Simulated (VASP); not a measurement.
# BP (F-43m) in VASP: single point with PBEsol

Aim: the single point of BP with PBEsol.

Everything below comes from runs of VASP 6.6.1. Logs are shortened: lines on timing, memory, paths and dates and some standing lists are left out, and cuts for length are marked.

## 1. The cell of the first run

Symmetry: F-43m, No. 216, cubic system. The conventional cell has a = 4.538 Å, b = 4.538 Å, c = 4.538 Å, α = 90.00°, β = 90.00°, γ = 90.00°. B (site symmetry -43m) has 4 P at 1.97 Å within 2.6 Å. P (site symmetry -43m) has 4 B at 1.97 Å within 2.6 Å.

## 2. Single point, PBEsol

The input, INCAR:

```
PREC = Accurate
ENCUT = 500
EDIFF = 1E-6
ISMEAR = 0
SIGMA = 0.01
LREAL = False
LASPH = True
NELM = 120
ALGO = Normal
ISIF = 2
LWAVE = False
LCHARG = False
GGA = PS
NBANDS = 11
GGA_COMPAT = False
```

The input, KPOINTS:

```
Automatic mesh
0
Gamma
  8 8 8
```

The input, POSCAR:

```
BP
1.0
    0.0000000000      2.2690000000      2.2690000000
    2.2690000000      0.0000000000      2.2690000000
    2.2690000000      2.2690000000      0.0000000000
B P
1 1
Direct
    0.0000000000      0.0000000000      0.0000000000
    0.7500000000      0.7500000000      0.7500000000
```

Potentials or basis: VASP PAW PBE potentials, release 64 (B, P).

Launch:

```bash
$ cat potpaw_PBE.64/B/POTCAR potpaw_PBE.64/P/POTCAR > POTCAR
$ mpirun -np 1 vasp_std > vasp.out
```

OUTCAR:

```text
PREC = Accurate
   ENCUT = 500
   EDIFF = 1E-6
   ISMEAR = 0
   LREAL = False
   LASPH = True
   NELM = 120
   ISIF = 2
   GGA = PS

 ion  position               nearest neighbor table
   1  0.000  0.000  0.000-   2 1.97   2 1.97   2 1.97   2 1.97
   2  0.750  0.750  0.750-   1 1.97   1 1.97   1 1.97   1 1.97

  LATTYP: Found a face centered cubic cell.
 ALAT       =     4.5380000000

  Lattice vectors:

 A1 = (   0.0000000000,   2.2690000000,   2.2690000000)
 A2 = (   2.2690000000,   0.0000000000,   2.2690000000)
 A3 = (   2.2690000000,   2.2690000000,   0.0000000000)

Analysis of symmetry for initial positions (statically):
=====================================================================
 Subroutine PRICEL returns:
 Original cell was already a primitive cell.

 Routine SETGRP: Setting up the symmetry group for a
 face centered cubic supercell.

 Subroutine GETGRP returns: Found 24 space group operations
 (whereof 24 operations were pure point group operations)
 out of a pool of 48 trial point group operations.

The static configuration has the point symmetry T_d .

Analysis of symmetry for dynamics (positions and initial velocities):
=====================================================================
 Subroutine PRICEL returns:
 Original cell was already a primitive cell.

 Routine SETGRP: Setting up the symmetry group for a
 face centered cubic supercell.

 Subroutine GETGRP returns: Found 24 space group operations
 (whereof 24 operations were pure point group operations)
 out of a pool of 48 trial point group operations.

The dynamic configuration has the point symmetry T_d .

 Subroutine INISYM returns: Found 24 space group operations
 (whereof 24 operations are pure point group operations),
 and found     1 'primitive' translations

----------------------------------------------------------------------------------------

                                     Primitive cell

  volume of cell :      23.3633

  direct lattice vectors                    reciprocal lattice vectors
     0.000000000  2.269000000  2.269000000    -0.220361393  0.220361393  0.220361393
     2.269000000  0.000000000  2.269000000     0.220361393 -0.220361393  0.220361393
     2.269000000  2.269000000  0.000000000     0.220361393  0.220361393 -0.220361393

  length of vectors
     3.208850573  3.208850573  3.208850573     0.381677128  0.381677128  0.381677128

  position of ions in fractional coordinates (direct lattice)
     0.000000000  0.000000000  0.000000000
     0.750000000  0.750000000  0.750000000

  ion indices of the primitive-cell ions
   primitive index   ion index
                 1           1
                 2           2

----------------------------------------------------------------------------------------

 KPOINTS: Automatic mesh

Automatic generation of k-mesh.
 Grid dimensions read from file:
 generate k-points for:    8    8    8

 Generating k-lattice:

  Cartesian coordinates                     Fractional coordinates (reciprocal lattice)
    -0.027545174  0.027545174  0.027545174     0.125000000  0.000000000  0.000000000
     0.027545174 -0.027545174  0.027545174     0.000000000  0.125000000  0.000000000
     0.027545174  0.027545174 -0.027545174     0.000000000  0.000000000  0.125000000

  Length of vectors
     0.047709641  0.047709641  0.047709641

  Shift w.r.t. Gamma in fractional coordinates (k-lattice)
     0.000000000  0.000000000  0.000000000

 Subroutine IBZKPT returns following result:
 ===========================================

 Found     29 irreducible k-points:

 Following reciprocal coordinates:
            Coordinates               Weight
  0.000000  0.000000  0.000000      1.000000
  0.125000  0.000000  0.000000      8.000000
  0.250000  0.000000  0.000000      8.000000
  0.375000  0.000000  0.000000      8.000000
  0.500000  0.000000  0.000000      4.000000
  0.125000  0.125000  0.000000      6.000000
[... 16 lines left out ...]
  0.500000  0.250000  0.125000     48.000000
 -0.375000  0.250000  0.125000     24.000000
 [... further k-points ...]
   k-points           NKPTS =     29   k-points in BZ     NKDIM =     29   number of bands    NBANDS=     11
   number of dos      NEDOS =    301   number of ions     NIONS =      2
   total plane-waves  NPLWV =  13824
   dimension x,y,z NGX =    24 NGY =   24 NGZ =   24
   dimension x,y,z NGXF=    48 NGYF=   48 NGZF=   48
   ions per type =               1   1
   NGX,Y,Z   is equivalent  to a cutoff of  12.43, 12.43, 12.43 a.u.
   NGXF,Y,Z  is equivalent  to a cutoff of  24.87, 24.87, 24.87 a.u.
 SYSTEM =  unknown system
   PREC   = accura    normal or accurate (medium, high low for compatibility)
   ISTART =      0    job   : 0-new  1-cont  2-samecut
   ICHARG =      2    charge: 1-file 2-atom 10-const
   ISPIN  =      1    spin polarized calculation?
   LNONCOLLINEAR =      F non collinear calculations
   LSORBIT =      F    spin-orbit coupling
   LASPH  =      T    aspherical Exc in radial PAW
   ENCUT  =  500.0 eV  36.75 Ry    6.06 a.u.   5.85  5.85  5.85*2*pi/ulx,y,z
   NELM   =    120;   NELMIN=  2; NELMDL= -5     # of ELM steps
   EDIFF  = 0.1E-05   stopping-criterion for ELM
   LREAL  =      F    real-space projection
[... 7 lines left out ...]
   TEBEG  =    0.0;   TEEND  =   0.0 temperature during run
   PSTRESS=    0.0 pullay stress
   NELECT =       8.0000    total number of electrons
   NUPDOWN=      -1.0000    fix difference up-down
   EMIN   =  10.00;   EMAX   =-10.00  energy-range for DOS
   EFERMI =   0.00;   METHOD = LEGACY
   ISMEAR =     0;   SIGMA  =   0.01  broadening in eV -4-tet -1-fermi 0-gaus
   EFERMI_NEDOS =   21; number of points for ismear=-14 and -15
   IALGO  =     38    algorithm
   IMIX   =      4    mixing-type and parameters
     AMIX     =   0.40;   BMIX     =  1.00
     AMIX_MAG =   1.60;   BMIX_MAG =  1.00
  volume/ion in A,a.u.               =      11.68        78.83
  Fermi-wavevector in a.u.,A,eV,Ry     =   1.145320  2.164342 17.847562  1.311759
  Thomas-Fermi vector in A             =   2.282009
   LORBIT       =      0    0 simple, 1 ext, 2 COOP (PROOUT), +10 PAW based schemes
   GGA     = PS    functional components
   LHFCALC =     F    Hartree Fock is set to
   AEXX    =    0.0000 exact exchange contribution
   IVDW    =     0    specifies the selected vdW correction
   LEPSILON=     F    determine dielectric tensor
   LRPA    =     F    only Hartree local field effects (RPA)
 non-spin polarized calculation
 Gauss-broadening in eV      SIGMA  =   0.01
  energy-cutoff  :      500.00
  volume of cell :       23.36
 maximum number of plane-waves:       609
   NGX = 11   NGY = 11   NGZ = 11

 number of electron       8.0000000 magnetization

 Free energy of the ion-electron system (eV)
  ---------------------------------------------------
  ext. energy  EPLUGINS =         0.00000000
  ---------------------------------------------------
  free energy    TOTEN  =       -13.66988309 eV

  energy without entropy =      -13.66988309  energy(sigma->0) =      -13.66988309

 E-fermi :   7.4877     XC(G=0): -11.0454

 val. band max:        7.4064178561   @ k =   0.0000   0.0000   0.0000
 cond. band min:       8.5693048554   @ k =   0.3750   0.3750   0.0000
 fundamental gap:      1.1628869993
 Fermi energy:         7.4876867741

 k-point     1 :       0.0000    0.0000    0.0000
  band No.  band energies     occupation
      1      -8.0920      2.00000
      2       7.4064      2.00000
      3       7.4064      2.00000
      4       7.4064      2.00000
      5      10.7628      0.00000
      6      10.7628      0.00000
      7      10.7628      0.00000
      8      14.7492      0.00000
      9      18.6485      0.00000
     10      19.5274      0.00000
     11      19.5274      0.00000

 k-point     2 :       0.1250    0.0000    0.0000
  band No.  band energies     occupation
      1      -7.8100      2.00000
      2       5.5356      2.00000
      3       6.9733      2.00000
      4       6.9733      2.00000
      5      11.2946      0.00000
      6      11.3598      0.00000
      7      11.3598      0.00000
      8      15.5305      0.00000
      9      18.5770      0.00000
     10      18.5770      0.00000
     11      19.4969      0.00000

 k-point     3 :       0.2500    0.0000    0.0000
  band No.  band energies     occupation
      1      -6.9823      2.00000
      2       2.5280      2.00000
      3       6.2805      2.00000
      4       6.2805      2.00000
      5      11.3570      0.00000
      6      12.1263      0.00000
      7      12.1263      0.00000
      8      16.9274      0.00000
      9      18.3057      0.00000
     10      18.3057      0.00000
     11      20.2239      0.00000

 k-point     4 :       0.3750    0.0000    0.0000
  band No.  band energies     occupation
      1      -5.7125      2.00000
      2      -0.2120      2.00000
      3       5.8027      2.00000
      4       5.8027      2.00000
      5      11.2063      0.00000
      6      12.1682      0.00000
      7      12.1682      0.00000
      8      17.3980      0.00000
      9      19.9782      0.00000
     10      19.9782      0.00000
     11      21.0471      0.00000
[... 239 lines left out ...]
 k-point    22 :       0.3750    0.2500    0.1250
  band No.  band energies     occupation
      1      -6.2562      2.00000
      2       2.4597      2.00000
      3       3.5696      2.00000
      4       5.4125      2.00000
      5      10.7969      0.00000
      6      13.3345      0.00000
      7      13.5399      0.00000
      8      14.8945      0.00000
      9      18.9466      0.00000
     10      21.2121      0.00000
     11      22.8856      0.00000

 k-point    23 :       0.5000    0.2500    0.1250
  band No.  band energies     occupation
      1      -5.0175      2.00000
      2       0.2742      2.00000
      3       2.9224      2.00000
      4       4.6315      2.00000
      5      11.4291      0.00000
      6      12.8092      0.00000
      7      14.6581      0.00000
      8      15.7009      0.00000
      9      19.7483      0.00000
     10      20.7373      0.00000
     11      24.3278      0.00000

 k-point    24 :      -0.3750    0.2500    0.1250
  band No.  band energies     occupation
      1      -4.0818      2.00000
      2      -1.0915      2.00000
      3       2.8470      2.00000
      4       4.2571      2.00000
      5      11.5050      0.00000
      6      12.5393      0.00000
      7      15.6809      0.00000
      8      17.1275      0.00000
      9      17.7631      0.00000
     10      21.7779      0.00000
     11      24.0699      0.00000

 [... further k-points ...]

------------------------ aborting loop because EDIFF is reached ----------------------------------------

  FORCE on cell =-STRESS in cart. coord.  units (eV):
  Direction    XX          YY          ZZ          XY          YZ          ZX
  --------------------------------------------------------------------------------------
  -------------------------------------------------------------------------------------
  Total       -0.2673437     -0.2673437     -0.2673437     -0.0000000      0.0000000      0.0000000
  in kB      -18.3335674    -18.3335674    -18.3335674     -0.0000000      0.0000000      0.0000000
  external PRESSURE =     -18.3335674 kB  Pullay stress =       0.0000000 kB

 VOLUME and BASIS-vectors are now :
 -----------------------------------------------------------------------------
  energy-cutoff  :      500.00
  volume of cell :       23.36
      direct lattice vectors                 reciprocal lattice vectors
     0.000000000  2.269000000  2.269000000    -0.220361393  0.220361393  0.220361393
     2.269000000  0.000000000  2.269000000     0.220361393 -0.220361393  0.220361393
     2.269000000  2.269000000  0.000000000     0.220361393  0.220361393 -0.220361393

 POSITION                                       TOTAL-FORCE (eV/Angst)
 -----------------------------------------------------------------------------------
      0.00000      0.00000      0.00000        -0.000000     -0.000000     -0.000000
      3.40350      3.40350      3.40350         0.000000      0.000000      0.000000
 -----------------------------------------------------------------------------------
    total drift:                               -0.000000     -0.000000     -0.000000

  FREE ENERGIE OF THE ION-ELECTRON SYSTEM (eV)
  ---------------------------------------------------
  free  energy   TOTEN  =       -13.6698830931 eV

  energy  without entropy=      -13.6698830931  energy(sigma->0) =      -13.66988309
```

It took 9.1 s on 1 thread of Intel Xeon Platinum 8259CL at 2.50GHz (Skylake/Cascade Lake), shared host; peak memory 0.13 GiB.

Results:

```
Free energy            : -13.6699 eV
Pressure               : -1.8 GPa
Band gap on the k mesh : 1.16 eV (least direct gap 3.36 eV)
```

Caveat: the PAW data sets were made with another functional, which shifts forces and pressure a little. Expect the measured gap to be larger: semilocal functionals such as PBEsol lack the derivative discontinuity.
